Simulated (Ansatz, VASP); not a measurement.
One calculation of NaS3, two programs

```xyz
4
Lattice="4.1252 0.0000 0.0000 0.0000 4.1252 0.0000 0.0000 0.0000 4.1252" Properties=species:S:1:pos:R:3 pbc="T T T"
Na    0.0000    0.0000    0.0000
S     0.0000    2.0626    2.0626
S     2.0626    0.0000    2.0626
S     2.0626    2.0626    0.0000
```

Alike in both runs: task relaxation of cell and atoms; functional PBE; k mesh 12 × 12 × 12; occupations gaussian, width 0.1 eV; no spin polarisation.

|  | VASP | Ansatz |
| --- | --- | --- |
| version | VASP 6.6.1 | Ansatz 0.2.0 |
| potentials or method | VASP PAW PBE potentials, release 64 (Na_pv, S), cutoff 600 eV | scalar-relativistic, plane waves, PAW |
| valence electrons in the cell | 25 | 27 |

Ansatz gave:

| Quantity | Value |
| --- | --- |
| gap on the k mesh at the Fermi level, each at its own relaxed structure (eV) | none |
| relaxed volume (Å³/atom) | 17.59 |
| relaxed cell length with the largest relative difference (Å) | 4.129 |

What did VASP give for the same quantities?

gap on the k mesh at the Fermi level, each at its own relaxed structure (eV): none; relaxed volume (Å³/atom): 17.58; relaxed cell length with the largest relative difference (Å): 4.127.

A gap of «none» marks a metal or a gap that the smearing closes. VASP's potentials hold 25 valence electrons a cell and Ansatz's 27, so a difference there can come from the potentials and not from the codes.
